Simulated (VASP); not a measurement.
# LiSi2 (P6_3/mmc) in VASP: a series of runs

LiSi2 is run at these levels: PBE; tasks: single point.

Program: VASP 6.6.1. These are calculated values, not measurements. Logs are shortened: lines on timing, memory, paths and dates and some standing lists are left out, and cuts for length are marked.

## Step 1: The cell of the first run

The structure is hexagonal, space group P6_3/mmc (No. 194). The conventional cell has a = 4.281 Å, b = 4.281 Å, c = 5.646 Å, α = 90.00°, β = 90.00°, γ = 120.00°. Li (site symmetry -6m2) has 12 Si at 2.76 to 2.95 Å and 2 Li at 2.82 Å within 3.6 Å. Within 3.2 Å of Si (site symmetry 3m) lie 4 Si at 2.44 to 2.50 Å and 6 Li at 2.76 to 2.95 Å.

## Step 2: Single point, PBE

INCAR reads:

```
  PREC = Accurate
  ENCUT = 520
  EDIFF = 1E-6
  ISMEAR = 0
  SIGMA = 0.1
  LREAL = F
  LASPH = T
  NELM = 80
  ALGO = Normal
  ISIF = 2
  LWAVE = F
  LCHARG = F
  GGA = PE
  NBANDS = 20
```

KPOINTS reads:

```
Automatic mesh
0
Gamma
  6 6 4
```

POSCAR reads:

```
LiSi2
1.0
    4.2808801000      0.0000000000      0.0000000000
   -2.1404400000      3.7073509000      0.0000000000
    0.0000000000      0.0000000000      5.6461620000
Li Si
2 4
Direct
    0.0000000000      0.0000000000      0.2500000000
    0.0000000000      0.0000000000      0.7500000000
    0.6666667000      0.3333333000      0.0341210000
    0.3333333000      0.6666667000      0.5341210000
    0.6666667000      0.3333333000      0.4658790000
    0.3333333000      0.6666667000      0.9658790000
```

Potentials or basis: VASP PAW PBE potentials, release 64 (Li_sv, Si).

Started as:

```bash
$ cat potpaw_PBE.64/Li_sv/POTCAR potpaw_PBE.64/Si/POTCAR > POTCAR
$ mpirun -np 1 vasp_std > vasp.out
```

OUTCAR:

```text
PREC = Accurate
   ENCUT = 520
   EDIFF = 1E-6
   ISMEAR = 0
   LREAL = F
   LASPH = T
   NELM = 80
   ISIF = 2
   GGA = PE

 ion  position               nearest neighbor table
   1  0.000  0.000  0.250-   3 2.76   5 2.76   3 2.76   5 2.76   3 2.76   5 2.76
   2  0.000  0.000  0.750-   4 2.76   6 2.76   4 2.76   6 2.76   4 2.76   6 2.76
   3  0.667  0.333  0.034-   5 2.44   6 2.50   6 2.50   6 2.50   1 2.76   1 2.76   1 2.76
   4  0.333  0.667  0.534-   6 2.44   5 2.50   5 2.50   5 2.50   2 2.76   2 2.76   2 2.76
   5  0.667  0.333  0.466-   3 2.44   4 2.50   4 2.50   4 2.50   1 2.76   1 2.76   1 2.76
   6  0.333  0.667  0.966-   4 2.44   3 2.50   3 2.50   3 2.50   2 2.76   2 2.76   2 2.76

  LATTYP: Found a hexagonal cell.
 ALAT       =     4.2808801000
 C/A-ratio  =     1.3189255172

  Lattice vectors:

 A1 = (   4.2808801000,   0.0000000000,   0.0000000000)
 A2 = (  -2.1404400000,   3.7073509000,   0.0000000000)
 A3 = (   0.0000000000,   0.0000000000,   5.6461620000)

Analysis of symmetry for initial positions (statically):
=====================================================================
 Subroutine PRICEL returns:
 Original cell was already a primitive cell.

 Routine SETGRP: Setting up the symmetry group for a
 hexagonal supercell.

 Subroutine GETGRP returns: Found 24 space group operations
 (whereof 12 operations were pure point group operations)
 out of a pool of 24 trial point group operations.

The static configuration has the point symmetry D_3d.
 The point group associated with its full space group is D_6h.

Analysis of symmetry for dynamics (positions and initial velocities):
=====================================================================
 Subroutine PRICEL returns:
 Original cell was already a primitive cell.

 Routine SETGRP: Setting up the symmetry group for a
 hexagonal supercell.

 Subroutine GETGRP returns: Found 24 space group operations
 (whereof 12 operations were pure point group operations)
 out of a pool of 24 trial point group operations.

The dynamic configuration has the point symmetry D_3d.
 The point group associated with its full space group is D_6h.

 Subroutine INISYM returns: Found 24 space group operations
 (whereof 12 operations are pure point group operations),
 and found     1 'primitive' translations

----------------------------------------------------------------------------------------

                                     Primitive cell

  volume of cell :      89.6087

  direct lattice vectors                    reciprocal lattice vectors
     4.280880100  0.000000000  0.000000000     0.233596825  0.134867187  0.000000000
    -2.140440000  3.707350900  0.000000000     0.000000000  0.269734381  0.000000000
     0.000000000  0.000000000  5.646162000     0.000000000  0.000000000  0.177111461

  length of vectors
     4.280880100  4.280880060  5.646162000     0.269734378  0.269734381  0.177111461

  position of ions in fractional coordinates (direct lattice)
     0.000000000  0.000000000  0.250000000
     0.000000000  0.000000000  0.750000000
     0.666666700  0.333333300  0.034121000
     0.333333300  0.666666700  0.534121000
     0.666666700  0.333333300  0.465879000
     0.333333300  0.666666700  0.965879000

  ion indices of the primitive-cell ions
   primitive index   ion index
                 1           1
                 2           2
                 3           3
                 4           4
                 5           5
                 6           6

----------------------------------------------------------------------------------------

 KPOINTS: Automatic mesh

Automatic generation of k-mesh.
 Grid dimensions read from file:
 generate k-points for:    6    6    4

 Generating k-lattice:

  Cartesian coordinates                     Fractional coordinates (reciprocal lattice)
     0.038932804  0.022477865  0.000000000     0.166666667  0.000000000  0.000000000
     0.000000000  0.044955730  0.000000000     0.000000000  0.166666667  0.000000000
     0.000000000  0.000000000  0.044277865     0.000000000  0.000000000  0.250000000

  Length of vectors
     0.044955730  0.044955730  0.044277865

  Shift w.r.t. Gamma in fractional coordinates (k-lattice)
     0.000000000  0.000000000  0.000000000

 Subroutine IBZKPT returns following result:
 ===========================================

 Found     21 irreducible k-points:

 Following reciprocal coordinates:
            Coordinates               Weight
  0.000000  0.000000  0.000000      1.000000
  0.166667  0.000000  0.000000      6.000000
  0.333333  0.000000  0.000000      6.000000
  0.500000 -0.000000  0.000000      3.000000
  0.166667  0.166667  0.000000      6.000000
  0.333333  0.166667  0.000000     12.000000
[... 13 lines left out ...]
  0.333333  0.166667  0.500000     12.000000
  0.333333  0.333333  0.500000      2.000000
   k-points           NKPTS =     21   k-points in BZ     NKDIM =     21   number of bands    NBANDS=     20
   number of dos      NEDOS =    301   number of ions     NIONS =      6
   total plane-waves  NPLWV =  43008
   dimension x,y,z NGX =    32 NGY =   32 NGZ =   42
   dimension x,y,z NGXF=    64 NGYF=   64 NGZF=   84
   ions per type =               2   4
   NGX,Y,Z   is equivalent  to a cutoff of  12.43, 12.43, 12.37 a.u.
   NGXF,Y,Z  is equivalent  to a cutoff of  24.85, 24.85, 24.73 a.u.
 SYSTEM =  unknown system
   PREC   = accura    normal or accurate (medium, high low for compatibility)
   ISTART =      0    job   : 0-new  1-cont  2-samecut
   ICHARG =      2    charge: 1-file 2-atom 10-const
   ISPIN  =      1    spin polarized calculation?
   LNONCOLLINEAR =      F non collinear calculations
   LSORBIT =      F    spin-orbit coupling
   LASPH  =      T    aspherical Exc in radial PAW
   ENCUT  =  520.0 eV  38.22 Ry    6.18 a.u.   7.96  7.96 10.50*2*pi/ulx,y,z
   NELM   =     80;   NELMIN=  2; NELMDL= -5     # of ELM steps
   EDIFF  = 0.1E-05   stopping-criterion for ELM
   LREAL  =      F    real-space projection
   EDIFFG = 0.1E-04   stopping-criterion for IOM
   NSW    =      0    number of steps for IOM
   IBRION =     -1    ionic relax: 0-MD 1-quasi-New 2-CG
   NFREE  =      0    steps in history (QN), initial steepest desc. (CG)
   ISIF   =      2    stress and relaxation
   ISYM   =      2    0-nonsym 1-usesym 2-fastsym
   POTIM  = 0.5000    time-step for ionic-motion
   TEBEG  =    0.0;   TEEND  =   0.0 temperature during run
   PSTRESS=    0.0 pullay stress
   NELECT =      22.0000    total number of electrons
   NUPDOWN=      -1.0000    fix difference up-down
   EMIN   =  10.00;   EMAX   =-10.00  energy-range for DOS
[... 5 lines left out ...]
     AMIX     =   0.40;   BMIX     =  1.00
     AMIX_MAG =   1.60;   BMIX_MAG =  1.00
  volume/ion in A,a.u.               =      14.93       100.78
  Fermi-wavevector in a.u.,A,eV,Ry     =   1.025099  1.937156 14.297375  1.050827
  Thomas-Fermi vector in A             =   2.158921
   LORBIT       =      0    0 simple, 1 ext, 2 COOP (PROOUT), +10 PAW based schemes
   GGA     = PE    functional components
   LHFCALC =     F    Hartree Fock is set to
[... 5 lines left out ...]
 Gauss-broadening in eV      SIGMA  =   0.10
  energy-cutoff  :      520.00
  volume of cell :       89.61
 maximum number of plane-waves:      2433
 NGX is ok and might be reduce to    32

 number of electron      22.0000022 magnetization

 Free energy of the ion-electron system (eV)
  ---------------------------------------------------
  ext. energy  EPLUGINS =         0.00000000
  ---------------------------------------------------
  free energy    TOTEN  =       -25.72823412 eV

  energy without entropy =      -25.72583820  energy(sigma->0) =      -25.72703616

 E-fermi :   6.9840     XC(G=0):  -9.9843

 val. band max:        6.9694568741   @ k =   0.0000   0.0000   0.0000
 cond. band min:       7.1752122757   @ k =   0.1667   0.0000   0.0000
 fundamental gap:      0.2057554016
 Fermi energy:         6.9840327235

 k-point     1 :       0.0000    0.0000    0.0000
  band No.  band energies     occupation
      1     -39.6328      2.00000
      2     -39.6171      2.00000
      3      -5.2587      2.00000
      4      -2.1113      2.00000
      5       0.2435      2.00000
      6       3.7722      2.00000
[... 12 lines left out ...]
     19      11.4473      0.00000
     20      11.5878      0.00000

 k-point     2 :       0.1667    0.0000    0.0000
  band No.  band energies     occupation
      1     -39.6327      2.00000
      2     -39.6171      2.00000
      3      -5.0234      2.00000
      4      -1.8426      2.00000
      5       0.1009      2.00000
      6       1.9996      2.00000
[... 12 lines left out ...]
     19      11.6936      0.00000
     20      12.4164      0.00000

 k-point     3 :       0.3333    0.0000    0.0000
  band No.  band energies     occupation
      1     -39.6326      2.00000
      2     -39.6170      2.00000
      3      -4.3576      2.00000
      4      -1.0916      2.00000
      5      -1.0654      2.00000
      6       1.6482      2.00000
[... 12 lines left out ...]
     19      12.7671      0.00000
     20      14.0386      0.00000

 k-point     4 :       0.5000   -0.0000    0.0000
  band No.  band energies     occupation
      1     -39.6325      2.00000
      2     -39.6170      2.00000
      3      -3.7178      2.00000
      4      -2.1043      2.00000
      5      -0.2198      2.00000
      6       1.0600      2.00000
[... 360 lines left out ...]
 k-point    20 :       0.3333    0.1667    0.5000
  band No.  band energies     occupation
      1     -39.6247      2.00000
      2     -39.6247      2.00000
      3      -2.7732      2.00000
      4      -2.7732      2.00000
      5      -0.6402      2.00000
      6      -0.6402      2.00000
[... 12 lines left out ...]
     19      13.3185      0.00000
     20      13.3185      0.00000

 k-point    21 :       0.3333    0.3333    0.5000
  band No.  band energies     occupation
      1     -39.6247      2.00000
      2     -39.6247      2.00000
      3      -2.2623      2.00000
      4      -2.2623      2.00000
      5      -1.2064      2.00000
      6      -1.2064      2.00000
[... 12 lines left out ...]
     19      11.4751      0.00000
     20      11.4751      0.00000

------------------------ aborting loop because EDIFF is reached ----------------------------------------

  FORCE on cell =-STRESS in cart. coord.  units (eV):
  Direction    XX          YY          ZZ          XY          YZ          ZX
  --------------------------------------------------------------------------------------
  -------------------------------------------------------------------------------------
  Total       -0.1090232     -0.1090232      0.5548154     -0.0000000     -0.0000000      0.0000000
  in kB       -1.9493038     -1.9493038      9.9199388     -0.0000000     -0.0000000      0.0000000
  external PRESSURE =       2.0071104 kB  Pullay stress =       0.0000000 kB

 VOLUME and BASIS-vectors are now :
 -----------------------------------------------------------------------------
  energy-cutoff  :      520.00
  volume of cell :       89.61
      direct lattice vectors                 reciprocal lattice vectors
     4.280880100  0.000000000  0.000000000     0.233596825  0.134867187  0.000000000
    -2.140440000  3.707350900  0.000000000     0.000000000  0.269734381  0.000000000
     0.000000000  0.000000000  5.646162000     0.000000000  0.000000000  0.177111461

 POSITION                                       TOTAL-FORCE (eV/Angst)
 -----------------------------------------------------------------------------------
      0.00000      0.00000      1.41154        -0.000000      0.000000     -0.000000
      0.00000      0.00000      4.23462        -0.000000     -0.000000      0.000000
      2.14044      1.23578      0.19265        -0.000000      0.000000     -0.032698
     -0.00000      2.47157      3.01573         0.000000     -0.000000     -0.032698
      2.14044      1.23578      2.63043        -0.000000      0.000000      0.032698
     -0.00000      2.47157      5.45351         0.000000     -0.000000      0.032698
 -----------------------------------------------------------------------------------
    total drift:                               -0.000000     -0.000000      0.000000

  FREE ENERGIE OF THE ION-ELECTRON SYSTEM (eV)
  ---------------------------------------------------
  free  energy   TOTEN  =       -25.7282341225 eV

  energy  without entropy=      -25.7258382035  energy(sigma->0) =      -25.72703616
```

Run time: 46 s. Hardware: 1 thread of Oxide Virtual Turin-like, shared host; peak memory 0.15 GiB.

What came out:

```yaml
Free_energy: -25.7282 eV
Largest_force: 0.033 eV/Å
Band_gap_on_the_k_mesh: zero (band 11 reaches 8.93 eV, above the bottom of band 12 at 5.97 eV)
```

Forces in eV/Å, atoms in the order of the input:
```
Li   0.000  0.000  0.000
Li   0.000  0.000  0.000
Si   0.000  0.000 -0.033
Si   0.000  0.000 -0.033
Si   0.000  0.000  0.033
Si   0.000  0.000  0.033
```

Levels at points of the mesh, in eV from the Fermi level:
| k point | band 9 | band 10 | band 11 | band 12 | band 13 | band 14 |
| --- | --- | --- | --- | --- | --- | --- |
| (0.00, 0.00, 0.00) | -0.87 | -0.87 | -0.75 | -0.75 | -0.01 | 1.11 |
| (0.50, 0.00, 0.00) | -3.18 | -1.93 | -1.91 | 0.28 | 1.58 | 3.65 |
| (0.00, 0.00, 0.50) | -2.33 | -2.33 | -1.01 | -1.01 | 0.31 | 0.31 |
| (0.50, 0.00, 0.50) | -1.98 | -1.98 | -0.30 | -0.30 | 1.69 | 1.69 |

Caveat: the cutoff is under 1.25 times the usual one of these potentials, so pressure, stress and relaxed cells hold a basis-set (Pulay) error.

## Step 3: Single point, PBE

This run uses another cell than the first one: it holds 12 atoms, not 6.

INCAR reads:

```
PREC     = Accurate       # precision mode
ENCUT    = 520            # plane-wave cutoff, eV
EDIFF    = 1E-6           # SCF threshold, eV
ISMEAR   = 0              # smearing method
SIGMA    = 0.2            # smearing width, eV
LREAL    = F              # projectors in reciprocal space
LASPH    = T              # aspherical terms in the spheres
NELM     = 60             # most SCF steps
ALGO     = Normal         # electronic algorithm
ISIF     = 2              # what is computed and relaxed
LWAVE    = F              # write WAVECAR
LCHARG   = F              # write CHGCAR
GGA      = PE             # functional
NBANDS   = 34             # bands
```

KPOINTS reads:

```
regular mesh
0
Gamma
  6 6 2
```

POSCAR reads:

```
LiSi2
1.0
    4.2808800901     -0.0000000289      0.0000000000
   -2.1404400200      3.7073509230      0.0000000000
    0.0000000000      0.0000000000     11.2923240000
Li Si
4 8
Direct
    0.0000000000      0.0000000000      0.1250000000
    0.0000000000      0.0000000000      0.6250000000
    0.0000000000      0.0000000000      0.3750000000
    0.0000000000      0.0000000000      0.8750000000
    0.6666666667      0.3333333333      0.0170605000
    0.6666666667      0.3333333333      0.5170605000
    0.3333333333      0.6666666667      0.2670605000
    0.3333333333      0.6666666667      0.7670605000
    0.6666666667      0.3333333333      0.2329395000
    0.6666666667      0.3333333333      0.7329395000
    0.3333333333      0.6666666667      0.4829395000
    0.3333333333      0.6666666667      0.9829395000
```

Potentials or basis: VASP PAW PBE potentials, release 64 (Li_sv, Si).

Started as:

```bash
$ cat potpaw_PBE.64/Li_sv/POTCAR potpaw_PBE.64/Si/POTCAR > POTCAR
$ mpirun -np 1 vasp_std > vasp.out
```

Run time: 2.5 min. Hardware: 1 thread of Oxide Virtual Turin-like, shared host; peak memory 0.25 GiB.

Results (log left out):

```
Free energy            : -51.4646 eV
Largest force          : 0.027 eV/Å
Band gap on the k mesh : zero (band 22 reaches 8.93 eV, above the bottom of band 23 at 6.23 eV)
```

Forces on the atoms (eV/Å):
```
Li   0.000  0.000  0.000
Li   0.000  0.000  0.000
Li   0.000  0.000  0.000
Li   0.000  0.000  0.000
Si   0.000  0.000 -0.027
Si   0.000  0.000 -0.027
Si   0.000  0.000 -0.027
Si   0.000  0.000 -0.027
Si   0.000  0.000  0.027
Si   0.000  0.000  0.027
Si   0.000  0.000  0.027
Si   0.000  0.000  0.027
```

Levels at points of the mesh, in eV from the Fermi level:
```csv
k point,band 18,band 19,band 20,band 21,band 22,band 23,band 24,band 25,band 26,band 27
"(0.00, 0.00, 0.00)",-2.33,-1.02,-1.02,-0.87,-0.87,-0.75,-0.75,-0.01,0.31,0.31
"(0.50, 0.00, 0.00)",-1.98,-1.98,-1.93,-1.91,-0.30,-0.30,0.28,1.57,1.69,1.69
"(0.00, 0.00, 0.50)",-1.45,-1.42,-1.42,-1.42,-1.42,-0.49,-0.49,-0.49,-0.49,1.22
"(0.50, 0.00, 0.50)",-2.68,-2.14,-2.14,-1.61,-1.61,-0.04,-0.04,2.77,2.77,2.87
```

Caveat: the cutoff is under 1.25 times the usual one of these potentials, so pressure, stress and relaxed cells hold a basis-set (Pulay) error.

## Step 4: Single point, PBE (volume scaled by 0.94, then relaxed in part)

INCAR reads:

```
  PREC = Accurate
  ENCUT = 520
  EDIFF = 1E-6
  ISMEAR = 0
  SIGMA = 0.1
  LREAL = False
  LASPH = True
  NELM = 80
  ALGO = Normal
  ISIF = 2
  LWAVE = False
  LCHARG = True
  GGA = PE
  LELF = True
  LVHAR = True
  NBANDS = 20
```

KPOINTS reads:

```
Automatic mesh
0
Gamma
  12 12 8
```

POSCAR reads:

```
LiSi2
1.0
    4.2214492659     -0.0000000285      0.0000000000
   -2.1107246082      3.6558823193      0.0000000000
    0.0000000000      0.0000000000      5.4578823061
Li Si
2 4
Direct
    0.0000000000      0.0000000000      0.2500000000
    0.0000000000      0.0000000000      0.7500000000
    0.6666666667      0.3333333333      0.0284075695
    0.3333333333      0.6666666667      0.5284075695
    0.6666666667      0.3333333333      0.4715924305
    0.3333333333      0.6666666667      0.9715924305
```

Started as:

```bash
$ cat potpaw_PBE.64/Li_sv/POTCAR potpaw_PBE.64/Si/POTCAR > POTCAR
$ mpirun -np 1 vasp_std > vasp.out
```

Wall time 3.6 min (1 thread of Oxide Virtual Turin-like, shared host); peak memory 0.23 GiB.

It converged, with:

```
Free energy            : -25.6779 eV
Band gap on the k mesh : zero (band 11 reaches 9.56 eV, above the bottom of band 12 at 6.46 eV)
```

Levels at points of the mesh, in eV from the Fermi level:
```csv
k point,band 8,band 9,band 10,band 11,band 12,band 13,band 14,band 15
"(0.00, 0.00, 0.00)",-2.99,-1.04,-1.04,-0.70,-0.70,0.15,1.75,2.74
"(0.50, 0.00, 0.00)",-5.01,-3.29,-2.12,-1.92,0.43,1.64,3.93,5.30
"(0.00, 0.00, 0.50)",-2.45,-2.45,-2.45,-1.12,-1.12,0.19,0.19,0.19
"(0.50, 0.00, 0.50)",-3.95,-1.89,-1.89,-0.20,-0.20,1.95,1.95,5.30
```

Caveat: the cutoff is under 1.25 times the usual one of these potentials, so pressure, stress and relaxed cells hold a basis-set (Pulay) error.

## Step 5: The runs side by side

```tsv
cell	k mesh	smearing	gap on the mesh (eV)	largest force (eV/Å)
a = 4.281, b = 4.281, c = 5.646 Å, angles 90.0, 90.0, 120.0°, 6 atoms	6 × 6 × 4	gaussian 0.1 eV	none	0.03
a = 4.281, b = 4.281, c = 11.292 Å, angles 90.0, 90.0, 120.0°, 12 atoms	6 × 6 × 2	gaussian 0.2 eV	none	0.03
a = 4.221, b = 4.221, c = 5.458 Å, angles 90.0, 90.0, 120.0°, 6 atoms	12 × 12 × 8	gaussian 0.1 eV	none	-
```

Alike in all rows: task single point; level PBE; potentials or basis VASP PAW PBE potentials, release 64 (Li_sv, Si); no spin polarisation; cutoff (eV) 520.

Caveats: the cutoff is under 1.25 times the usual one of these potentials, so pressure, stress and relaxed cells hold a basis-set (Pulay) error.

Absolute energies hang on the potentials; compare differences alone.
